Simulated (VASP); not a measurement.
# Si in VASP: a series of runs

Runs on Si. Level: PBE. Tasks: single point.

Everything below comes from runs of VASP 6.6.1. Logs are shortened: lines on timing, memory, paths and dates and some standing lists are left out, and cuts for length are marked.

## (1) The cell of the first run

The typed cell holds 4 atoms: a = 5.110 Å, b = 5.110 Å, c = 5.110 Å, α = 98.20°, β = 98.20°, γ = 135.61°.

## (2) Single point, PBE (atoms displaced along a vibrational mode)

INCAR

```
  ALGO = Normal
  EDIFF = 1E-6
  ENCUT = 520
  GGA = PE
  ISIF = 2
  ISMEAR = 0
  LASPH = T
  LCHARG = F
  LREAL = F
  LWAVE = F
  NBANDS = 16
  NELM = 80
  PREC = Accurate
  SIGMA = 0.05
```

KPOINTS

```
k-points
0
Gamma
  10 10 10
```

POSCAR

```
Si
1.0
   -3.3455832176      3.3455832176      1.9304179803
    3.3455832176     -3.3455832176      1.9304179803
    3.3455832176      3.3455832176     -1.9304179803
Si
4
Direct
    0.1704412669      0.1734302824      0.3542319998
    0.8235807022      0.8265697176      0.6397899693
    0.1815995231      0.8213894924      0.0029890155
    0.8243785078      0.1786105076      0.0029890155
```

Potentials or basis: VASP PAW PBE potentials, release 64 (Si).

Started as:

```bash
cat potpaw_PBE.64/Si/POTCAR > POTCAR
mpirun -np 1 vasp_std > vasp.out
```

OUTCAR:

```text
EDIFF = 1E-6
   ENCUT = 520
   GGA = PE
   ISIF = 2
   ISMEAR = 0
   LASPH = T
   LREAL = F
   NELM = 80
   PREC = Accurate

 ion  position               nearest neighbor table
   1  0.170  0.173  0.354-   2 2.32   4 2.35   2 2.39   3 2.39
   2  0.824  0.827  0.640-   1 2.32   1 2.39   4 2.39   3 2.43
   3  0.182  0.821  0.003-   4 2.36   4 2.36   1 2.39   2 2.43
   4  0.824  0.179  0.003-   1 2.35   3 2.36   3 2.36   2 2.39

  LATTYP: Found a body centered tetragonal cell.
 ALAT       =     6.6911664352
 C/A-ratio  =     0.5770049210

  Lattice vectors:

 A1 = (  -3.3455832176,   3.3455832176,   1.9304179803)
 A2 = (   3.3455832176,  -3.3455832176,   1.9304179803)
 A3 = (   3.3455832176,   3.3455832176,  -1.9304179803)

Analysis of symmetry for initial positions (statically):
=====================================================================
 Subroutine PRICEL returns:
 Original cell was already a primitive cell.

 Routine SETGRP: Setting up the symmetry group for a
 body centered tetragonal supercell.

 Subroutine GETGRP returns: Found  1 space group operations
 (whereof  1 operations were pure point group operations)
 out of a pool of 16 trial point group operations.

The static configuration has the point symmetry C_1 .

Analysis of symmetry for dynamics (positions and initial velocities):
=====================================================================
 Subroutine PRICEL returns:
 Original cell was already a primitive cell.

 Routine SETGRP: Setting up the symmetry group for a
 body centered tetragonal supercell.

 Subroutine GETGRP returns: Found  1 space group operations
 (whereof  1 operations were pure point group operations)
 out of a pool of 16 trial point group operations.

The dynamic configuration has the point symmetry C_1 .

 Subroutine INISYM returns: Found  1 space group operations
 (whereof  1 operations are pure point group operations),
 and found     1 'primitive' translations

----------------------------------------------------------------------------------------

                                     Primitive cell

  volume of cell :      86.4281

  direct lattice vectors                    reciprocal lattice vectors
    -3.345583218  3.345583218  1.930417980     0.000000000  0.149450774  0.259011263
     3.345583218 -3.345583218  1.930417980     0.149450774  0.000000000  0.259011263
     3.345583218  3.345583218 -1.930417980     0.149450774  0.149450774  0.000000000

  length of vectors
     5.110026195  5.110026195  5.110026195     0.299035731  0.299035731  0.211355311

  position of ions in fractional coordinates (direct lattice)
     0.170441267  0.173430282  0.354232000
     0.823580702  0.826569718  0.639789969
     0.181599523  0.821389492  0.002989015
     0.824378508  0.178610508  0.002989015

  ion indices of the primitive-cell ions
   primitive index   ion index
                 1           1
                 2           2
                 3           3
                 4           4

----------------------------------------------------------------------------------------

 KPOINTS: k-points

Automatic generation of k-mesh.
 Grid dimensions read from file:
 generate k-points for:   10   10   10

 Generating k-lattice:

  Cartesian coordinates                     Fractional coordinates (reciprocal lattice)
     0.000000000  0.014945077  0.025901126     0.100000000  0.000000000  0.000000000
     0.014945077  0.000000000  0.025901126     0.000000000  0.100000000  0.000000000
     0.014945077  0.014945077  0.000000000     0.000000000  0.000000000  0.100000000

  Length of vectors
     0.029903573  0.029903573  0.021135531

  Shift w.r.t. Gamma in fractional coordinates (k-lattice)
     0.000000000  0.000000000  0.000000000

 Subroutine IBZKPT returns following result:
 ===========================================

 Found    504 irreducible k-points:

 Following reciprocal coordinates:
            Coordinates               Weight
  0.000000  0.000000  0.000000      1.000000
  0.100000 -0.000000  0.000000      2.000000
  0.100000 -0.000000 -0.100000      2.000000
 -0.000000  0.100000 -0.100000      2.000000
 -0.000000  0.100000  0.000000      2.000000
  0.200000 -0.000000  0.000000      2.000000
[... 16 lines left out ...]
  0.200000 -0.000000 -0.100000      2.000000
  0.100000  0.100000 -0.200000      2.000000
 [... further k-points ...]
   k-points           NKPTS =    504   k-points in BZ     NKDIM =    504   number of bands    NBANDS=     16
   number of dos      NEDOS =    301   number of ions     NIONS =      4
   total plane-waves  NPLWV =  64000
   dimension x,y,z NGX =    40 NGY =   40 NGZ =   40
   dimension x,y,z NGXF=    80 NGYF=   80 NGZF=   80
   ions per type =               4
   NGX,Y,Z   is equivalent  to a cutoff of  13.01, 13.01, 13.01 a.u.
   NGXF,Y,Z  is equivalent  to a cutoff of  26.03, 26.03, 26.03 a.u.
 SYSTEM =  unknown system
   PREC   = accura    normal or accurate (medium, high low for compatibility)
   ISTART =      0    job   : 0-new  1-cont  2-samecut
   ICHARG =      2    charge: 1-file 2-atom 10-const
   ISPIN  =      1    spin polarized calculation?
   LNONCOLLINEAR =      F non collinear calculations
   LSORBIT =      F    spin-orbit coupling
   LASPH  =      T    aspherical Exc in radial PAW
   ENCUT  =  520.0 eV  38.22 Ry    6.18 a.u.   9.50  9.50  9.50*2*pi/ulx,y,z
   NELM   =     80;   NELMIN=  2; NELMDL= -5     # of ELM steps
   EDIFF  = 0.1E-05   stopping-criterion for ELM
   LREAL  =      F    real-space projection
   EDIFFG = 0.1E-04   stopping-criterion for IOM
   NSW    =      0    number of steps for IOM
   IBRION =     -1    ionic relax: 0-MD 1-quasi-New 2-CG
   NFREE  =      0    steps in history (QN), initial steepest desc. (CG)
   ISIF   =      2    stress and relaxation
   ISYM   =      2    0-nonsym 1-usesym 2-fastsym
   POTIM  = 0.5000    time-step for ionic-motion
   TEBEG  =    0.0;   TEEND  =   0.0 temperature during run
   PSTRESS=    0.0 pullay stress
   NELECT =      16.0000    total number of electrons
   NUPDOWN=      -1.0000    fix difference up-down
   EMIN   =  10.00;   EMAX   =-10.00  energy-range for DOS
   EFERMI =   0.00;   METHOD = LEGACY
   ISMEAR =     0;   SIGMA  =   0.05  broadening in eV -4-tet -1-fermi 0-gaus
   EFERMI_NEDOS =   21; number of points for ismear=-14 and -15
   IALGO  =     38    algorithm
   IMIX   =      4    mixing-type and parameters
     AMIX     =   0.40;   BMIX     =  1.00
     AMIX_MAG =   1.60;   BMIX_MAG =  1.00
  volume/ion in A,a.u.               =      21.61       145.81
  Fermi-wavevector in a.u.,A,eV,Ry     =   0.933032  1.763175 11.844531  0.870548
  Thomas-Fermi vector in A             =   2.059691
   LORBIT       =      0    0 simple, 1 ext, 2 COOP (PROOUT), +10 PAW based schemes
   GGA     = PE    functional components
   LHFCALC =     F    Hartree Fock is set to
   AEXX    =    0.0000 exact exchange contribution
   IVDW    =     0    specifies the selected vdW correction
   LEPSILON=     F    determine dielectric tensor
   LRPA    =     F    only Hartree local field effects (RPA)
 non-spin polarized calculation
 Gauss-broadening in eV      SIGMA  =   0.05
  energy-cutoff  :      520.00
  volume of cell :       86.43
 maximum number of plane-waves:      2361
 NGX is ok and might be reduce to    40
   NGX = 19   NGY = 19   NGZ = 19

 number of electron      16.0000000 magnetization

 Free energy of the ion-electron system (eV)
  ---------------------------------------------------
  ext. energy  EPLUGINS =         0.00000000
  ---------------------------------------------------
  free energy    TOTEN  =       -21.27345940 eV

  energy without entropy =      -21.27345940  energy(sigma->0) =      -21.27345940

 E-fermi :   5.4888     XC(G=0):  -9.0195

 val. band max:        5.3139143851   @ k =   0.5000   0.5000   0.5000
 cond. band min:       5.6731758347   @ k =  -0.2000  -0.1000   0.2000
 fundamental gap:      0.3592614496
 Fermi energy:         5.4887612892

 k-point     1 :       0.0000    0.0000    0.0000
  band No.  band energies     occupation
      1      -6.6487      2.00000
      2      -2.5001      2.00000
      3      -0.2493      2.00000
      4      -0.2434      2.00000
      5       1.5837      2.00000
      6       3.8315      2.00000
[... 8 lines left out ...]
     15      10.8074      0.00000
     16      12.2089      0.00000

 k-point     2 :       0.1000   -0.0000    0.0000
  band No.  band energies     occupation
      1      -6.5401      2.00000
      2      -2.5197      2.00000
      3      -0.3809      2.00000
      4      -0.1017      2.00000
      5       1.6676      2.00000
      6       3.2297      2.00000
[... 8 lines left out ...]
     15      10.3589      0.00000
     16      12.7643      0.00000

 k-point     3 :       0.1000   -0.0000   -0.1000
  band No.  band energies     occupation
      1      -6.5391      2.00000
      2      -2.5247      2.00000
      3      -0.3968      2.00000
      4      -0.0838      2.00000
      5       1.6803      2.00000
      6       3.2267      2.00000
[... 8 lines left out ...]
     15      10.3315      0.00000
     16      12.7651      0.00000

 k-point     4 :      -0.0000    0.1000   -0.1000
  band No.  band energies     occupation
      1      -6.5391      2.00000
      2      -2.5249      2.00000
      3      -0.3927      2.00000
      4      -0.0884      2.00000
      5       1.6811      2.00000
      6       3.2279      2.00000
[... 8 lines left out ...]
     15      10.3313      0.00000
     16      12.7652      0.00000

 k-point     5 :      -0.0000    0.1000    0.0000
  band No.  band energies     occupation
      1      -6.5401      2.00000
      2      -2.5195      2.00000
      3      -0.3851      2.00000
      4      -0.0970      2.00000
      5       1.6669      2.00000
      6       3.2290      2.00000
[... 8 lines left out ...]
     15      10.3592      0.00000
     16      12.7642      0.00000

 k-point     6 :       0.2000   -0.0000    0.0000
  band No.  band energies     occupation
      1      -6.2204      2.00000
      2      -2.5236      2.00000
      3      -0.7801      2.00000
      4       0.1254      2.00000
      5       1.7810      2.00000
      6       2.2127      2.00000
[... 8 lines left out ...]
     15      10.6252      0.00000
     16      12.0869      0.00000
[... 267 lines left out ...]
 k-point    21 :      -0.0000    0.5000    0.0000
  band No.  band energies     occupation
      1      -4.7368      2.00000
      2      -2.7977      2.00000
      3      -2.0975      2.00000
      4      -0.8783      2.00000
      5       0.9959      2.00000
      6       1.8163      2.00000
[... 8 lines left out ...]
     15      10.8789      0.00000
     16      13.0153      0.00000

 k-point    22 :       0.1000    0.1000    0.0000
  band No.  band energies     occupation
      1      -6.2732      2.00000
      2      -2.3600      2.00000
      3      -0.3676      2.00000
      4      -0.3254      2.00000
      5       1.5923      2.00000
      6       2.4323      2.00000
[... 8 lines left out ...]
     15      10.0112      0.00000
     16      12.6652      0.00000

 k-point    23 :       0.2000   -0.0000   -0.1000
  band No.  band energies     occupation
      1      -6.2710      2.00000
      2      -2.3733      2.00000
      3      -0.3829      2.00000
      4      -0.3063      2.00000
      5       1.6275      2.00000
      6       2.4153      2.00000
[... 8 lines left out ...]
     15      10.0012      0.00000
     16      12.6173      0.00000

 k-point    24 :       0.1000    0.1000   -0.2000
  band No.  band energies     occupation
      1      -6.2688      2.00000
      2      -2.3876      2.00000
      3      -0.3654      2.00000
      4      -0.3181      2.00000
      5       1.6614      2.00000
      6       2.4104      2.00000
[... 8 lines left out ...]
     15       9.9660      0.00000
     16      12.5726      0.00000

 [... further k-points ...]

------------------------ aborting loop because EDIFF is reached ----------------------------------------

  FORCE on cell =-STRESS in cart. coord.  units (eV):
  Direction    XX          YY          ZZ          XY          YZ          ZX
  --------------------------------------------------------------------------------------
  -------------------------------------------------------------------------------------
  Total       -0.0293320      0.0735168     -0.0019069      0.0128859     -0.2720846     -0.2710984
  in kB       -0.5437471      1.3628321     -0.0353501      0.2388741     -5.0438202     -5.0255376
  external PRESSURE =       0.2612450 kB  Pullay stress =       0.0000000 kB

 VOLUME and BASIS-vectors are now :
 -----------------------------------------------------------------------------
  energy-cutoff  :      520.00
  volume of cell :       86.43
      direct lattice vectors                 reciprocal lattice vectors
    -3.345583218  3.345583218  1.930417980     0.000000000  0.149450774  0.259011263
     3.345583218 -3.345583218  1.930417980     0.149450774  0.000000000  0.259011263
     3.345583218  3.345583218 -1.930417980     0.149450774  0.149450774  0.000000000

 POSITION                                       TOTAL-FORCE (eV/Angst)
 -----------------------------------------------------------------------------------
      1.19511      1.17511     -0.02000        -0.018744      0.318144      0.476997
      2.15047      2.13047      1.95042         0.018682      0.304617     -0.480085
      2.15047     -2.13047      1.93042         0.002654     -0.288519      0.001214
     -2.15047      2.17047      1.93042        -0.002593     -0.334242      0.001874
 -----------------------------------------------------------------------------------
    total drift:                               -0.000101      0.000006      0.000011

  FREE ENERGIE OF THE ION-ELECTRON SYSTEM (eV)
  ---------------------------------------------------
  free  energy   TOTEN  =       -21.2734593996 eV

  energy  without entropy=      -21.2734593993  energy(sigma->0) =      -21.27345940
```

Wall time 6.6 min (1 thread of Intel Xeon Platinum 8488C (Sapphire Rapids), shared host); peak memory 0.6 GiB.

What came out:

| Quantity | Value |
| --- | --- |
| Free energy | -21.2735 eV |
| Pressure | 0.0 GPa |
| Largest force | 0.574 eV/Å |
| Band gap on the k mesh | 0.36 eV (least direct gap 0.40 eV) |

Forces on the atoms (eV/Å):
```
Si  -0.019  0.318  0.477
Si   0.019  0.305 -0.480
Si   0.003 -0.289  0.001
Si  -0.003 -0.334  0.002
```

Levels at points of the mesh, in eV from the valence-band top:
| k point | band 4 | band 5 | band 6 | band 7 | band 8 | band 9 | band 10 | band 11 | band 12 | band 13 |
| --- | --- | --- | --- | --- | --- | --- | --- | --- | --- | --- |
| (0.00, 0.00, 0.00) | -5.56 | -3.73 | -1.48 | -1.47 | -0.57 | 1.41 | 1.53 | 1.53 | 2.29 | 2.30 |
| (0.50, 0.00, 0.00) | -6.19 | -4.32 | -3.49 | -2.34 | -1.41 | 0.81 | 2.37 | 3.08 | 3.44 | 4.07 |
| (0.50, 0.00, 0.50) | -6.04 | -4.28 | -3.42 | -2.37 | -1.46 | 0.90 | 2.28 | 2.95 | 3.47 | 4.15 |
| (0.00, 0.50, 0.50) | -6.04 | -4.28 | -3.41 | -2.38 | -1.46 | 0.89 | 2.29 | 2.95 | 3.46 | 4.17 |
| (0.00, 0.50, 0.00) | -6.19 | -4.32 | -3.50 | -2.33 | -1.41 | 0.81 | 2.37 | 3.07 | 3.45 | 4.05 |
| (0.50, 0.50, 0.00) | -4.95 | -2.81 | -1.99 | -1.87 | -1.59 | 1.60 | 1.91 | 1.93 | 3.91 | 4.28 |
| (0.00, 0.00, 0.50) | -4.95 | -2.81 | -2.03 | -1.83 | -1.60 | 1.60 | 1.92 | 1.93 | 3.90 | 4.27 |
| (0.50, 0.50, 0.50) | -4.93 | -2.90 | -0.28 | -0.04 | 0.00 | 0.40 | 3.00 | 3.42 | 3.96 | 4.45 |

Caveat: the cell differs from its parent crystal (atoms displaced along a vibrational mode). A k mesh can miss the band edges.

(Continued in part 2 of 2.)
